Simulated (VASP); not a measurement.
InP:

```
In P
1.0
     0.00000    2.92771    2.92771
     2.92771    0.00000    2.92771
     2.92771    2.92771    0.00000
In P
1 1
Direct
  0.00000 0.00000 0.00000
  0.25000 0.25000 0.25000
```

| Quantity | Value |
| --- | --- |
| Program | VASP 6.6.1 |
| Task | relaxation of cell and atoms |
| Functional | PBE |
| Potentials or basis | VASP PAW PBE potentials, release 64 (In_d, P) |
| Cutoff | 600 eV |
| k mesh | 8 × 8 × 8 |
| Occupations | fermi-dirac, width 0.1 eV |
| Spin | no spin polarisation |

At the start: pressure 3.5 GPa; volume 25.09 Å³/atom.

Q: Where does the relaxation end?

A: Over 3 steps the energy falls by 14.2 meV/atom and the volume is 26.45 Å³/atom (+5.4 %); space group F-43m (No. 216, to 0.05 Å).

Step by step:
```tsv
step	energy change (eV)	largest force (eV/Å)	pressure (GPa)	volume (Å³)
1	0.0000	0.0000	3.51	50.19
2	-0.0218	0.0000	-1.45	54.30
3	-0.0283	0.0000	0.01	52.90
```

Final structure:
```xyz
2
Lattice="0.0000 2.9794 2.9794 2.9794 0.0000 2.9794 2.9794 2.9794 0.0000" Properties=species:S:1:pos:R:3 pbc="T T T"
In    0.0000    0.0000    0.0000
P     1.4897    1.4897    1.4897
```
